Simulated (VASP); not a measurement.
Input of a VASP 6.6.1 run:

File INCAR:

```
ALGO = Normal
EDIFF = 1E-6
EDIFFG = -0.02
ENCUT = 520
GGA = PE
IBRION = 2
ISIF = 2
ISMEAR = -1
LASPH = T
LCHARG = F
LREAL = F
LWAVE = F
NELM = 80
NSW = 80
PREC = Accurate
SIGMA = 0.05
```

File KPOINTS:

```
k-points
0
Gamma
  8 8 5
```

File POSCAR:

```
Ca
1.0
    3.9800000000      0.0000000000      0.0000000000
   -1.9900000000      3.4467811071      0.0000000000
    0.0000000000      0.0000000000      6.5200000000
Ca
2
Direct
    0.3333333333      0.6666666667      0.2500000000
    0.6666666667      0.3333333333      0.7500000000
```

Potentials or basis: VASP PAW PBE potentials, release 64 (Ca_sv).

Run with:

```bash
$ cat potpaw_PBE.64/Ca_sv/POTCAR > POTCAR
$ mpirun -np 1 vasp_std > vasp.out
```

(1) Predict the band gap on the k mesh.

Answers

(1) zero (band 10 reaches 2.05 eV, above the bottom of band 11 at 1.52 eV).

Caveat: the relaxation stopped at its first step, so nothing moved.
